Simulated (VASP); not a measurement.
# CuP: single point with PBE

The system is CuP.

```
CELL_PARAMETERS angstrom
0.00000 2.55916 2.55916
2.55916 0.00000 2.55916
2.55916 2.55916 0.00000
ATOMIC_POSITIONS crystal
Cu 0.00000 0.00000 0.00000
P 0.75000 0.75000 0.75000
```

- Program: VASP 6.6.1
- Task: single point
- Functional: PBE
- Potentials or basis: VASP PAW PBE potentials, release 64 (Cu, P)
- Cutoff: 520 eV
- k mesh: 6 × 6 × 6
- Occupations: gaussian, width 0.1 eV
- Spin: no spin polarisation

- Pressure: 5.1 GPa
- Band gap on the k mesh: zero (band 8 reaches 8.02 eV, above the bottom of band 9 at 4.06 eV)

Levels at points of the mesh, in eV from the Fermi level:
```
           k point  band 6  band 7  band 8  band 9  band 10  band 11
(0.00, 0.00, 0.00)   -3.49    2.66    2.66    2.66     5.74     6.75
(0.50, 0.00, 0.00)   -3.41   -3.17    1.11    1.11     5.32     7.37
(0.50, 0.50, 0.00)   -3.29   -2.80   -1.13   -1.13     4.09     4.75
```

Run time: 5.4 s on 1 thread of Intel(R) Xeon(R) 6975P-C (Granite Rapids), on a shared host, peak memory 0.15 GiB.
